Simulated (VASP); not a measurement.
# Bi (P6_3/mmc) in VASP: relaxation of cell and atoms with PBEsol

Aim: the relaxation of cell and atoms of Bi with PBEsol.

All numbers are computed with VASP 6.6.1; they aren't measurements. Logs are shortened: lines on timing, memory, paths and dates and some standing lists are left out, and cuts for length are marked.

**1. The cell of the first run**

The structure is hexagonal, space group P6_3/mmc (No. 194). The conventional cell has a = 5.293 Å, b = 5.293 Å, c = 6.432 Å, α = 90.00°, β = 90.00°, γ = 120.00°. Within 4.0 Å of Bi (site symmetry -6m2) lie 5 Bi at 3.06 to 3.22 Å. Within 4.0 Å of Bi (site symmetry -6m2) lie 3 Bi at 3.06 Å.

This isn't the form of Bi at room conditions, which is rhombohedral.

**2. Relaxation of cell and atoms, PBEsol**

The input, INCAR:

```
SYSTEM = Bi
ALGO = Fast ; EDIFF = 1E-6
EDIFFG = -0.01 ; ENCUT = 600
GGA = PS ; IBRION = 2
ISIF = 3 ; ISMEAR = 0
LASPH = .TRUE. ; LCHARG = .FALSE.
LREAL = .FALSE. ; LWAVE = .FALSE.
NELM = 100 ; NSW = 100
PREC = Accurate ; SIGMA = 0.1
```

The input, KPOINTS:

```
k-points
0
G
  12 12 8
  0 0 0
```

The input, POSCAR:

```
Bi
1.0
    5.2931793225      0.0000000000      0.0000000000
   -2.6465896612      4.5840277601      0.0000000000
    0.0000000000      0.0000000000      6.4323450641
Bi
4
Direct
    0.0000000000      0.0000000000      0.2500000000
    0.0000000000      0.0000000000      0.7500000000
    0.3333333333      0.6666666667      0.7500000000
    0.6666666667      0.3333333333      0.2500000000
```

Potentials or basis: VASP PAW PBE potentials, release 64 (Bi_d).

Command:

```sh
> cat potpaw_PBE.64/Bi_d/POTCAR > POTCAR
> mpirun -np 1 vasp_std > vasp.out
```

OUTCAR:

```text
SYSTEM = Bi
   EDIFF = 1E-6
   EDIFFG = -0.01
   ENCUT = 600
   GGA = PS
   IBRION = 2
   ISIF = 3
   ISMEAR = 0
   LASPH = .TRUE.
   LREAL = .FALSE.
   NELM = 100
   NSW = 100
   PREC = Accurate

 ion  position               nearest neighbor table
   1  0.000  0.000  0.250-   4 3.06   4 3.06   4 3.06   2 3.22   2 3.22
   2  0.000  0.000  0.750-   3 3.06   3 3.06   3 3.06   1 3.22   1 3.22
   3  0.333  0.667  0.750-   2 3.06   2 3.06   2 3.06
   4  0.667  0.333  0.250-   1 3.06   1 3.06   1 3.06

  LATTYP: Found a hexagonal cell.
 ALAT       =     5.2931793225
 C/A-ratio  =     1.2152138955

  Lattice vectors:

 A1 = (   5.2931793225,   0.0000000000,   0.0000000000)
 A2 = (  -2.6465896612,   4.5840277601,   0.0000000000)
 A3 = (   0.0000000000,   0.0000000000,   6.4323450641)

Analysis of symmetry for initial positions (statically):
=====================================================================
 Subroutine PRICEL returns:
 Original cell was already a primitive cell.

 Routine SETGRP: Setting up the symmetry group for a
 hexagonal supercell.

 Subroutine GETGRP returns: Found 24 space group operations
 (whereof 12 operations were pure point group operations)
 out of a pool of 24 trial point group operations.

The static configuration has the point symmetry D_3d.
 The point group associated with its full space group is D_6h.

Analysis of symmetry for dynamics (positions and initial velocities):
=====================================================================
 Subroutine PRICEL returns:
 Original cell was already a primitive cell.

 Routine SETGRP: Setting up the symmetry group for a
 hexagonal supercell.

 Subroutine GETGRP returns: Found 24 space group operations
 (whereof 12 operations were pure point group operations)
 out of a pool of 24 trial point group operations.

The dynamic configuration has the point symmetry D_3d.
 The point group associated with its full space group is D_6h.

 Subroutine INISYM returns: Found 24 space group operations
 (whereof 12 operations are pure point group operations),
 and found     1 'primitive' translations

----------------------------------------------------------------------------------------

                                     Primitive cell

  volume of cell :     156.0749

  direct lattice vectors                    reciprocal lattice vectors
     5.293179323  0.000000000  0.000000000     0.188922373  0.109074383  0.000000000
    -2.646589661  4.584027760  0.000000000     0.000000000  0.218148766  0.000000000
     0.000000000  0.000000000  6.432345064     0.000000000  0.000000000  0.155464296

  length of vectors
     5.293179323  5.293179322  6.432345064     0.218148766  0.218148766  0.155464296

  position of ions in fractional coordinates (direct lattice)
     0.000000000  0.000000000  0.250000000
     0.000000000  0.000000000  0.750000000
     0.333333333  0.666666667  0.750000000
     0.666666667  0.333333333  0.250000000

  ion indices of the primitive-cell ions
   primitive index   ion index
                 1           1
                 2           2
                 3           3
                 4           4

----------------------------------------------------------------------------------------

 KPOINTS: k-points

Automatic generation of k-mesh.
 Grid dimensions read from file:
 generate k-points for:   12   12    8

 Generating k-lattice:

  Cartesian coordinates                     Fractional coordinates (reciprocal lattice)
     0.015743531  0.009089532  0.000000000     0.083333333 -0.000000000  0.000000000
     0.000000000  0.018179064  0.000000000     0.000000000  0.083333333  0.000000000
     0.000000000  0.000000000  0.019433037     0.000000000  0.000000000  0.125000000

  Length of vectors
     0.018179064  0.018179064  0.019433037

  Shift w.r.t. Gamma in fractional coordinates (k-lattice)
     0.000000000  0.000000000  0.000000000

 Subroutine IBZKPT returns following result:
 ===========================================

 Found     95 irreducible k-points:

 Following reciprocal coordinates:
            Coordinates               Weight
  0.000000  0.000000  0.000000      1.000000
  0.083333  0.000000  0.000000      6.000000
  0.166667  0.000000  0.000000      6.000000
  0.250000  0.000000  0.000000      6.000000
  0.333333  0.000000  0.000000      6.000000
  0.416667 -0.000000  0.000000      6.000000
[... 16 lines left out ...]
  0.250000  0.000000  0.125000     12.000000
  0.333333  0.000000  0.125000     12.000000
 [... further k-points ...]
   k-points           NKPTS =     95   k-points in BZ     NKDIM =     95   number of bands    NBANDS=     36
   number of dos      NEDOS =    301   number of ions     NIONS =      4
   total plane-waves  NPLWV =  95256
   dimension x,y,z NGX =    42 NGY =   42 NGZ =   54
   dimension x,y,z NGXF=    84 NGYF=   84 NGZF=  108
   ions per type =               4
   NGX,Y,Z   is equivalent  to a cutoff of  13.19, 13.19, 13.96 a.u.
   NGXF,Y,Z  is equivalent  to a cutoff of  26.38, 26.38, 27.91 a.u.
 SYSTEM =  Bi
   PREC   = accura    normal or accurate (medium, high low for compatibility)
   ISTART =      0    job   : 0-new  1-cont  2-samecut
   ICHARG =      2    charge: 1-file 2-atom 10-const
   ISPIN  =      1    spin polarized calculation?
   LNONCOLLINEAR =      F non collinear calculations
   LSORBIT =      F    spin-orbit coupling
   LASPH  =      T    aspherical Exc in radial PAW
   ENCUT  =  600.0 eV  44.10 Ry    6.64 a.u.  10.57 10.57 12.85*2*pi/ulx,y,z
   NELM   =    100;   NELMIN=  2; NELMDL= -5     # of ELM steps
   EDIFF  = 0.1E-05   stopping-criterion for ELM
   LREAL  =      F    real-space projection
   EDIFFG = -.1E-01   stopping-criterion for IOM
   NSW    =    100    number of steps for IOM
   IBRION =      2    ionic relax: 0-MD 1-quasi-New 2-CG
   NFREE  =      1    steps in history (QN), initial steepest desc. (CG)
   ISIF   =      3    stress and relaxation
   ISYM   =      2    0-nonsym 1-usesym 2-fastsym
   POTIM  = 0.5000    time-step for ionic-motion
   TEBEG  =    0.0;   TEEND  =   0.0 temperature during run
   PSTRESS=    0.0 pullay stress
   NELECT =      60.0000    total number of electrons
   NUPDOWN=      -1.0000    fix difference up-down
   EMIN   =  10.00;   EMAX   =-10.00  energy-range for DOS
   EFERMI =   0.00;   METHOD = LEGACY
   ISMEAR =     0;   SIGMA  =   0.10  broadening in eV -4-tet -1-fermi 0-gaus
   EFERMI_NEDOS =   21; number of points for ismear=-14 and -15
   IALGO  =     68    algorithm
   IMIX   =      4    mixing-type and parameters
     AMIX     =   0.40;   BMIX     =  1.00
     AMIX_MAG =   1.60;   BMIX_MAG =  1.00
  volume/ion in A,a.u.               =      39.02       263.31
  Fermi-wavevector in a.u.,A,eV,Ry     =   1.190367  2.249467 19.279094  1.416973
  Thomas-Fermi vector in A             =   2.326453
   LORBIT       =      0    0 simple, 1 ext, 2 COOP (PROOUT), +10 PAW based schemes
   GGA     = PS    functional components
   LHFCALC =     F    Hartree Fock is set to
   AEXX    =    0.0000 exact exchange contribution
   IVDW    =     0    specifies the selected vdW correction
   LEPSILON=     F    determine dielectric tensor
   LRPA    =     F    only Hartree local field effects (RPA)
 conjugate gradient relaxation of ions
 non-spin polarized calculation
 RMM-DIIS sequential band-by-band and
 Gauss-broadening in eV      SIGMA  =   0.10
  energy-cutoff  :      600.00
  volume of cell :      156.07
 maximum number of plane-waves:      5249
   NGX = 21   NGY = 21   NGZ = 25

--------------------------------------- Ionic step        1  -------------------------------------------

 number of electron      59.9999997 magnetization

 Free energy of the ion-electron system (eV)
  ---------------------------------------------------
  ext. energy  EPLUGINS =         0.00000000
  ---------------------------------------------------
  free energy    TOTEN  =       -15.80120834 eV

  energy without entropy =      -15.78520086  energy(sigma->0) =      -15.79320460

------------------------ aborting loop because EDIFF is reached ----------------------------------------

  FORCE on cell =-STRESS in cart. coord.  units (eV):
  Direction    XX          YY          ZZ          XY          YZ          ZX
  --------------------------------------------------------------------------------------
  -------------------------------------------------------------------------------------
  Total        0.5194259      0.5194259     -0.9027789      0.0000000      0.0000000      0.0000000
  in kB        5.3321335      5.3321335     -9.2674188      0.0000000      0.0000000      0.0000000
  external PRESSURE =       0.4656160 kB  Pullay stress =       0.0000000 kB
[... 61 lines left out ...]
  energy  without entropy=      -15.7954863952  energy(sigma->0) =      -15.80347659

--------------------------------------- Ionic step        3  -------------------------------------------

 number of electron      59.9999986 magnetization

 E-fermi :   5.1164     XC(G=0):  -9.1614

 val. band max:        5.1065725939   @ k =   0.3333   0.3333   0.1250
 cond. band min:       5.1186277994   @ k =   0.2500   0.0833   0.3750
 fundamental gap:      0.0120552054
 Fermi energy:         5.1164222147

 k-point     1 :       0.0000    0.0000    0.0000
  band No.  band energies     occupation
      1     -17.8417      2.00000
      2     -17.6799      2.00000
      3     -17.6799      2.00000
      4     -17.6675      2.00000
      5     -17.6675      2.00000
      6     -17.6572      2.00000
[... 1000 lines left out ...]
  energy  without entropy=      -15.7979433789  energy(sigma->0) =      -15.80578586

--------------------------------------- Ionic step        5  -------------------------------------------

 number of electron      59.9999986 magnetization

 Free energy of the ion-electron system (eV)
  ---------------------------------------------------
  ext. energy  EPLUGINS =         0.00000000
  ---------------------------------------------------
  free energy    TOTEN  =       -15.81377353 eV

  energy without entropy =      -15.79802731  energy(sigma->0) =      -15.80590042

 E-fermi :   5.2090     XC(G=0):  -9.2043

 val. band max:        5.2036013032   @ k =   0.2500   0.0833   0.3750
 cond. band min:       5.2291876704   @ k =   0.3333   0.2500   0.3750
 fundamental gap:      0.0255863672
 Fermi energy:         5.2090299459

 k-point     1 :       0.0000    0.0000    0.0000
  band No.  band energies     occupation
      1     -17.7663      2.00000
      2     -17.5970      2.00000
      3     -17.5970      2.00000
      4     -17.5820      2.00000
      5     -17.5820      2.00000
      6     -17.5710      2.00000
[... 958 lines left out ...]
  FREE ENERGIE OF THE ION-ELECTRON SYSTEM (eV)
  ---------------------------------------------------
  free  energy   TOTEN  =       -15.8137735270 eV

  energy  without entropy=      -15.7980273136  energy(sigma->0) =      -15.80590042

 reached required accuracy - stopping structural energy minimisation
```

It took 39 min on 1 thread of Oxide Virtual Turin-like, shared host; peak memory 0.59 GiB.

What came out:

* Free energy: -15.8138 eV
* Relaxed volume: 38.73 Å³/atom
* Relaxed cell: a = 5.326 Å, b = 5.326 Å, c = 6.305 Å, α = 90.00°, β = 90.00°, γ = 120.00°
* Space group after relaxing (to 0.1 Å): P6_3/mmc (No. 194)
* Energy gained by relaxing: 3.1 meV/atom
* Ionic steps: 5
* Pressure after relaxing: 0.0 GPa
* Band gap on the k mesh: zero (bands 30 and 31 overlap by 0.53 eV)

Step by step:
| step | energy change (eV) | largest force (eV/Å) | pressure (GPa) | volume (Å³) |
| --- | --- | --- | --- | --- |
| 1 | 0.0000 | 0.0000 | 0.05 | 156.07 |
| 2 | -0.0103 | 0.0000 | -0.26 | 156.32 |
| 3 | -0.0109 | 0.0000 | -0.34 | 156.38 |
| 4 | -0.0124 | 0.0000 | 0.10 | 154.47 |
| 5 | -0.0126 | 0.0000 | -0.01 | 154.91 |

Final structure:
```
CELL_PARAMETERS angstrom
5.32626 0.00000 0.00000
-2.66313 4.61268 0.00000
0.00000 0.00000 6.30542
ATOMIC_POSITIONS crystal
Bi 0.00000 0.00000 0.25000
Bi 0.00000 0.00000 0.75000
Bi 0.33333 0.66667 0.75000
Bi 0.66667 0.33333 0.25000
```

Levels at points of the mesh, in eV from the Fermi level:
```tsv
k point	band 26	band 27	band 28	band 29	band 30	band 31	band 32	band 33	band 34	band 35
(0.00, 0.00, 0.00)	-2.88	-2.88	-1.91	-1.91	0.11	1.17	1.30	1.30	2.14	2.14
(0.50, 0.00, 0.00)	-3.79	-2.08	-1.73	-1.49	-1.31	0.22	2.87	2.88	3.50	4.40
(0.00, 0.00, 0.50)	-2.34	-2.34	-2.34	-1.65	-1.65	1.21	1.21	1.21	1.21	1.42
(0.50, 0.00, 0.50)	-3.13	-2.41	-2.41	-0.29	-0.29	1.03	1.03	2.73	2.73	4.01
```

Caveat: the PAW data sets were made with another functional, which shifts forces and pressure a little; spin-orbit coupling is left out, which moves the levels of the heavy elements.

The gap in the log of VASP goes by the Fermi energy; the results here count the filled bands.